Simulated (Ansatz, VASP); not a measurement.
**Two plane-wave programs on Sr**

```
Sr
1.0
     0.00000    3.06250    3.06250
     3.06250    0.00000    3.06250
     3.06250    3.06250    0.00000
Sr
1
Direct
  0.00000 0.00000 0.00000
```

Alike in both runs: task single point; functional HSE06; k mesh 4 × 4 × 4; occupations fermi-dirac, width 0.05 eV; no spin polarisation.

|  | VASP | Ansatz |
| --- | --- | --- |
| version | VASP 6.6.1 | Ansatz 0.2.0 |
| potentials or method | VASP PAW PBE potentials, release 64 (Sr_sv) | Ansatz PAW |
| plane-wave cutoff (eV) | 520 | 420 |
| valence electrons in the cell | 10 | 10 |

```tsv
	VASP	Ansatz	Ansatz less VASP
gap on the k mesh at the Fermi level (eV)	none	none	-
pressure (GPa)	0.1	0.1	+0.02
```

A gap of «none» marks a metal or a gap that the smearing closes.

The k mesh is coarse, so the values compare programs but aren't converged.
